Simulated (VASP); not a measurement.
# CdSe (I-4m2) in VASP: notebook

Runs on CdSe. Level: LDA. Tasks: single point.

Everything below comes from runs of VASP 6.6.1. Logs are shortened: lines on timing, memory, paths and dates and some standing lists are left out, and cuts for length are marked.

## (1) The cell of the first run

Symmetry: I-4m2, No. 119, tetragonal system. The conventional cell has a = 4.227 Å, b = 4.227 Å, c = 6.049 Å, α = 90.00°, β = 90.00°, γ = 90.00°. Within 3.4 Å of Cd (site symmetry -4m2) lie 4 Se at 2.60 Å. Se (site symmetry -4m2) has 4 Cd at 2.60 Å within 3.4 Å.

## (2) Single point, LDA (in-plane strain -0.005, then relaxed in part)

Input file INCAR:

```
ALGO = Normal ; EDIFF = 1E-6
ENCUT = 520 ; ISIF = 2
ISMEAR = 0 ; LASPH = True
LCHARG = False ; LREAL = False
LWAVE = False ; NBANDS = 16
NELM = 100 ; PREC = Accurate
SIGMA = 0.01
```

Input file KPOINTS:

```
k-points
0
Gamma
  6 6 6
```

Input file POSCAR:

```
CdSe
1.0
    2.9889737080      2.9889737080      0.0000000000
   -2.9889737080      2.9889737080      0.0000000000
    0.0000000000      2.9889737080      3.0244952821
Cd Se
1 1
Direct
    0.0000000000      0.0000000000      0.0000000000
    0.7500000000      0.2500000000      0.5000000000
```

Potentials or basis: VASP PAW LDA potentials, release 64 (Cd, Se).

Command:

```bash
$ cat potpaw_LDA.64/Cd/POTCAR potpaw_LDA.64/Se/POTCAR > POTCAR
$ mpirun -np 1 vasp_std > vasp.out
```

OUTCAR:

```text
EDIFF = 1E-6
   ENCUT = 520
   ISIF = 2
   ISMEAR = 0
   LASPH = True
   LREAL = False
   NELM = 100
   PREC = Accurate

 ion  position               nearest neighbor table
   1  0.000  0.000  0.000-   2 2.60   2 2.60   2 2.60   2 2.60
   2  0.750  0.250  0.500-   1 2.60   1 2.60   1 2.60   1 2.60

  LATTYP: Found a body centered tetragonal cell.
 ALAT       =     4.2270471554
 C/A-ratio  =     1.4310203652

  Lattice vectors:

 A1 = (   2.9889737080,   0.0000000000,  -3.0244952821)
 A2 = (  -2.9889737080,   0.0000000000,  -3.0244952821)
 A3 = (   0.0000000000,   2.9889737080,   3.0244952821)

Analysis of symmetry for initial positions (statically):
=====================================================================
 Subroutine PRICEL returns:
 Original cell was already a primitive cell.

 Routine SETGRP: Setting up the symmetry group for a
 body centered tetragonal supercell.

 Subroutine GETGRP returns: Found  8 space group operations
 (whereof  8 operations were pure point group operations)
 out of a pool of 16 trial point group operations.

The static configuration has the point symmetry D_2d.

Analysis of symmetry for dynamics (positions and initial velocities):
=====================================================================
 Subroutine PRICEL returns:
 Original cell was already a primitive cell.

 Routine SETGRP: Setting up the symmetry group for a
 body centered tetragonal supercell.

 Subroutine GETGRP returns: Found  8 space group operations
 (whereof  8 operations were pure point group operations)
 out of a pool of 16 trial point group operations.

The dynamic configuration has the point symmetry D_2d.

 Subroutine INISYM returns: Found  8 space group operations
 (whereof  8 operations are pure point group operations),
 and found     1 'primitive' translations

----------------------------------------------------------------------------------------

                                     Primitive cell

  volume of cell :      54.0415

  direct lattice vectors                    reciprocal lattice vectors
     2.988973708  2.988973708  0.000000000     0.167281498  0.167281498 -0.165316839
    -2.988973708  2.988973708  0.000000000    -0.167281498  0.167281498 -0.165316839
     0.000000000  2.988973708  3.024495282     0.000000000  0.000000000  0.330633678

  length of vectors
     4.227047155  4.227047155  4.252238885     0.288610216  0.288610216  0.330633678

  position of ions in fractional coordinates (direct lattice)
     0.000000000  0.000000000  0.000000000
     0.750000000  0.250000000  0.500000000

  ion indices of the primitive-cell ions
   primitive index   ion index
                 1           1
                 2           2

----------------------------------------------------------------------------------------

 KPOINTS: k-points

Automatic generation of k-mesh.
 Grid dimensions read from file:
 generate k-points for:    6    6    6

 Generating k-lattice:

  Cartesian coordinates                     Fractional coordinates (reciprocal lattice)
     0.027880250  0.027880250 -0.027552807     0.166666667  0.000000000  0.000000000
    -0.027880250  0.027880250 -0.027552807     0.000000000  0.166666667  0.000000000
     0.000000000  0.000000000  0.055105613     0.000000000  0.000000000  0.166666667

  Length of vectors
     0.048101703  0.048101703  0.055105613

  Shift w.r.t. Gamma in fractional coordinates (k-lattice)
     0.000000000  0.000000000  0.000000000

 Subroutine IBZKPT returns following result:
 ===========================================

 Found     30 irreducible k-points:

 Following reciprocal coordinates:
            Coordinates               Weight
  0.000000  0.000000  0.000000      1.000000
  0.166667  0.000000 -0.000000      8.000000
  0.333333  0.000000 -0.000000      8.000000
  0.500000  0.000000 -0.000000      4.000000
  0.166667  0.166667 -0.000000      8.000000
  0.333333  0.166667  0.000000     16.000000
[... 16 lines left out ...]
 -0.333333 -0.333333  0.166667      4.000000
 -0.166667 -0.333333  0.166667     16.000000
 [... further k-points ...]
   k-points           NKPTS =     30   k-points in BZ     NKDIM =     30   number of bands    NBANDS=     16
   number of dos      NEDOS =    301   number of ions     NIONS =      2
   total plane-waves  NPLWV =  32768
   dimension x,y,z NGX =    32 NGY =   32 NGZ =   32
   dimension x,y,z NGXF=    64 NGYF=   64 NGZF=   64
   ions per type =               1   1
   NGX,Y,Z   is equivalent  to a cutoff of  12.59, 12.59, 12.51 a.u.
   NGXF,Y,Z  is equivalent  to a cutoff of  25.17, 25.17, 25.02 a.u.
 SYSTEM =  unknown system
   PREC   = accura    normal or accurate (medium, high low for compatibility)
   ISTART =      0    job   : 0-new  1-cont  2-samecut
   ICHARG =      2    charge: 1-file 2-atom 10-const
   ISPIN  =      1    spin polarized calculation?
   LNONCOLLINEAR =      F non collinear calculations
   LSORBIT =      F    spin-orbit coupling
   LASPH  =      T    aspherical Exc in radial PAW
   ENCUT  =  520.0 eV  38.22 Ry    6.18 a.u.   7.86  7.86  7.91*2*pi/ulx,y,z
   NELM   =    100;   NELMIN=  2; NELMDL= -5     # of ELM steps
   EDIFF  = 0.1E-05   stopping-criterion for ELM
   LREAL  =      F    real-space projection
[... 7 lines left out ...]
   TEBEG  =    0.0;   TEEND  =   0.0 temperature during run
   PSTRESS=    0.0 pullay stress
   NELECT =      18.0000    total number of electrons
   NUPDOWN=      -1.0000    fix difference up-down
   EMIN   =  10.00;   EMAX   =-10.00  energy-range for DOS
   EFERMI =   0.00;   METHOD = LEGACY
   ISMEAR =     0;   SIGMA  =   0.01  broadening in eV -4-tet -1-fermi 0-gaus
   EFERMI_NEDOS =   21; number of points for ismear=-14 and -15
   IALGO  =     38    algorithm
   IMIX   =      4    mixing-type and parameters
     AMIX     =   0.40;   BMIX     =  1.00
     AMIX_MAG =   1.60;   BMIX_MAG =  1.00
  volume/ion in A,a.u.               =      27.02       182.34
  Fermi-wavevector in a.u.,A,eV,Ry     =   1.134810  2.144481 17.521509  1.287795
  Thomas-Fermi vector in A             =   2.271515
   LORBIT       =      0    0 simple, 1 ext, 2 COOP (PROOUT), +10 PAW based schemes
   GGA     = CA    functional components
   LHFCALC =     F    Hartree Fock is set to
   AEXX    =    0.0000 exact exchange contribution
   IVDW    =     0    specifies the selected vdW correction
   LEPSILON=     F    determine dielectric tensor
   LRPA    =     F    only Hartree local field effects (RPA)
 non-spin polarized calculation
 Gauss-broadening in eV      SIGMA  =   0.01
  energy-cutoff  :      520.00
  volume of cell :       54.04
 maximum number of plane-waves:      1468
   NGX = 15   NGY = 15   NGZ = 15

 number of electron      17.9999995 magnetization

 Free energy of the ion-electron system (eV)
  ---------------------------------------------------
  ext. energy  EPLUGINS =         0.00000000
  ---------------------------------------------------
  free energy    TOTEN  =        -6.75538697 eV

  energy without entropy =       -6.75538697  energy(sigma->0) =       -6.75538697

 E-fermi :   1.2587     XC(G=0):  -9.4679

 val. band max:        1.1664250968   @ k =   0.0000   0.0000   0.0000
 cond. band min:       1.5946741644   @ k =   0.0000   0.0000   0.0000
 fundamental gap:      0.4282490677
 Fermi energy:         1.2587498632

 k-point     1 :       0.0000    0.0000    0.0000
  band No.  band energies     occupation
      1     -11.7277      2.00000
      2      -6.9555      2.00000
      3      -6.9500      2.00000
      4      -6.9500      2.00000
      5      -6.5302      2.00000
      6      -6.5255      2.00000
[... 8 lines left out ...]
     15      12.2367      0.00000
     16      12.4284      0.00000

 k-point     2 :       0.1667    0.0000   -0.0000
  band No.  band energies     occupation
      1     -11.6250      2.00000
      2      -6.9214      2.00000
      3      -6.9174      2.00000
      4      -6.8621      2.00000
      5      -6.5308      2.00000
      6      -6.5275      2.00000
[... 8 lines left out ...]
     15      11.2998      0.00000
     16      11.5291      0.00000

 k-point     3 :       0.3333    0.0000   -0.0000
  band No.  band energies     occupation
      1     -11.4158      2.00000
      2      -6.8683      2.00000
      3      -6.8628      2.00000
      4      -6.5362      2.00000
      5      -6.5175      2.00000
      6      -6.5151      2.00000
[... 8 lines left out ...]
     15      11.6996      0.00000
     16      11.7098      0.00000

 k-point     4 :       0.5000    0.0000   -0.0000
  band No.  band energies     occupation
      1     -11.3100      2.00000
      2      -6.8497      2.00000
      3      -6.8432      2.00000
      4      -6.5029      2.00000
      5      -6.4996      2.00000
      6      -6.2039      2.00000
[... 8 lines left out ...]
     15      13.3110      0.00000
     16      13.3879      0.00000

 k-point     5 :       0.1667    0.1667   -0.0000
  band No.  band energies     occupation
      1     -11.4874      2.00000
      2      -6.8824      2.00000
      3      -6.8589      2.00000
      4      -6.7134      2.00000
      5      -6.5456      2.00000
      6      -6.5016      2.00000
[... 8 lines left out ...]
     15      11.7434      0.00000
     16      13.1549      0.00000

 k-point     6 :       0.3333    0.1667    0.0000
  band No.  band energies     occupation
      1     -11.3133      2.00000
      2      -6.8277      2.00000
      3      -6.8194      2.00000
      4      -6.5347      2.00000
      5      -6.5284      2.00000
      6      -6.2923      2.00000
[... 8 lines left out ...]
     15      12.0931      0.00000
     16      13.2876      0.00000
[... 267 lines left out ...]
 k-point    21 :       0.5000    0.5000    0.1667
  band No.  band energies     occupation
      1     -11.1775      2.00000
      2      -6.7462      2.00000
      3      -6.7231      2.00000
      4      -6.6004      2.00000
      5      -6.4986      2.00000
      6      -6.0161      2.00000
[... 8 lines left out ...]
     15      13.9726      0.00000
     16      14.3454      0.00000

 k-point    22 :      -0.1667    0.5000    0.1667
  band No.  band energies     occupation
      1     -11.2798      2.00000
      2      -6.7857      2.00000
      3      -6.7833      2.00000
      4      -6.6146      2.00000
      5      -6.4987      2.00000
      6      -6.2706      2.00000
[... 8 lines left out ...]
     15      13.4049      0.00000
     16      14.3945      0.00000

 k-point    23 :      -0.3333   -0.3333    0.1667
  band No.  band energies     occupation
      1     -11.1792      2.00000
      2      -6.7520      2.00000
      3      -6.7127      2.00000
      4      -6.6057      2.00000
      5      -6.4959      2.00000
      6      -6.0176      2.00000
[... 8 lines left out ...]
     15      14.0048      0.00000
     16      14.1203      0.00000

 k-point    24 :      -0.1667   -0.3333    0.1667
  band No.  band energies     occupation
      1     -11.2136      2.00000
      2      -6.7833      2.00000
      3      -6.7483      2.00000
      4      -6.5664      2.00000
      5      -6.5167      2.00000
      6      -6.0515      2.00000
[... 8 lines left out ...]
     15      13.0337      0.00000
     16      14.2556      0.00000

 [... further k-points ...]
[... 5 lines left out ...]
  --------------------------------------------------------------------------------------
  -------------------------------------------------------------------------------------
  Total        0.2566563      0.2566563      0.1829002      0.0000000      0.0000000      0.0000000
  in kB        7.6091363      7.6091363      5.4224749      0.0000000      0.0000000      0.0000000
  external PRESSURE =       6.8802492 kB  Pullay stress =       0.0000000 kB

 VOLUME and BASIS-vectors are now :
 -----------------------------------------------------------------------------
  energy-cutoff  :      520.00
  volume of cell :       54.04
      direct lattice vectors                 reciprocal lattice vectors
     2.988973708  2.988973708  0.000000000     0.167281498  0.167281498 -0.165316839
    -2.988973708  2.988973708  0.000000000    -0.167281498  0.167281498 -0.165316839
     0.000000000  2.988973708  3.024495282     0.000000000  0.000000000  0.330633678

 POSITION                                       TOTAL-FORCE (eV/Angst)
 -----------------------------------------------------------------------------------
      0.00000      0.00000      0.00000         0.000000     -0.000000      0.000000
      1.49449      4.48346      1.51225        -0.000000      0.000000      0.000000
 -----------------------------------------------------------------------------------
    total drift:                               -0.000000     -0.000000      0.000000

  FREE ENERGIE OF THE ION-ELECTRON SYSTEM (eV)
  ---------------------------------------------------
  free  energy   TOTEN  =        -6.7553869658 eV

  energy  without entropy=       -6.7553869658  energy(sigma->0) =       -6.75538697
```

Run time: 7.8 s. Hardware: 1 thread of Intel Xeon 6975P-C (Granite Rapids), shared host; peak memory 0.16 GiB.

Results:

| Property | Result |
| --- | --- |
| Free energy | -6.7554 eV |
| Pressure | 0.7 GPa |
| Band gap on the k mesh | 0.43 eV, direct |

Caveat: the cell differs from its parent crystal (in-plane strain -0.005, then relaxed in part).

## (3) Single point, LDA (in-plane strain -0.005)

Input file INCAR:

```
  ALGO = Normal
  EDIFF = 1E-6
  ENCUT = 520
  GGA = CA
  ISIF = 2
  ISMEAR = 0
  LASPH = T
  LCHARG = F
  LREAL = F
  LWAVE = F
  NBANDS = 16
  NELM = 80
  PREC = Accurate
  SIGMA = 0.01
```

KPOINTS is that of step 2.

POSCAR, as its differences from that of step 2:

```diff
@@ -4,3 +4,3 @@
    -2.9889737080      2.9889737080      0.0000000000
-    0.0000000000      2.9889737080      3.0244952821
+    0.0000000000      2.9889737080      3.0130056575
 Cd Se
```

Potentials or basis: VASP PAW LDA potentials, release 64 (Cd, Se).

Command:

```bash
$ cat potpaw_LDA.64/Cd/POTCAR potpaw_LDA.64/Se/POTCAR > POTCAR
$ mpirun -np 1 vasp_std > vasp.out
```

It took 7.1 s on 1 thread of Intel Xeon 6975P-C (Granite Rapids), shared host; peak memory 0.16 GiB.

The run converged. Its results:

- Free energy: -6.7545 eV
- Pressure: 0.9 GPa
- Band gap on the k mesh: 0.44 eV, direct

Stress tensor (GPa, compression positive):
```
0.97 0.00 0.00
0.00 0.97 0.00
0.00 0.00 0.83
```

Levels at points of the mesh, in eV from the valence-band top:
| k point | band 6 | band 7 | band 8 | band 9 | band 10 | band 11 | band 12 | band 13 |
| --- | --- | --- | --- | --- | --- | --- | --- | --- |
| (0.00, 0.00, 0.00) | -7.70 | -0.03 | 0.00 | 0.00 | 0.44 | 5.78 | 5.78 | 5.78 |
| (0.50, 0.00, 0.00) | -7.37 | -4.76 | -0.86 | -0.82 | 2.23 | 6.28 | 6.34 | 7.30 |
| (0.50, 0.50, 0.00) | -7.30 | -4.36 | -2.07 | -2.06 | 2.83 | 3.61 | 9.11 | 10.22 |
| (0.00, 0.00, 0.50) | -7.32 | -4.41 | -2.03 | -2.03 | 2.86 | 3.68 | 9.04 | 10.28 |

Caveat: the cell differs from its parent crystal (in-plane strain -0.005).
